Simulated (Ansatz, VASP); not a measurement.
MgAu in VASP and in Ansatz

```
CELL_PARAMETERS angstrom
3.25900 0.00000 0.00000
0.00000 3.25900 0.00000
0.00000 0.00000 3.25900
ATOMIC_POSITIONS crystal
Mg 0.50000 0.50000 0.50000
Au 0.00000 0.00000 0.00000
```

Alike in both runs: task electric field gradients; functional LDA; k mesh 13 × 13 × 13; occupations fermi-dirac, width 0.05 eV; no spin polarisation.

|  | VASP | Ansatz |
| --- | --- | --- |
| version | VASP 6.6.1 | Ansatz 0.2.0 |
| potentials or method | VASP PAW LDA potentials, release 64 (Mg, Au) | PAW with Ansatz's default frozen-core files, scalar-relativistic |
| plane-wave cutoff (eV) | 520 | 420 |
| valence electrons in the cell | 13 | 29 |

VASP gave:

| Property | Result |
| --- | --- |
| pressure (GPa) | -3.9 |

Problem. Estimate Ansatz's values.

Solution. Pressure (GPa): -3.5.

LDA's correlation is that of Perdew and Zunger in VASP and of Perdew and Wang (1992) in Ansatz. VASP's potentials hold 13 valence electrons a cell and Ansatz's 29, so a difference there can come from the potentials and not from the codes.

Spin-orbit coupling is off throughout.
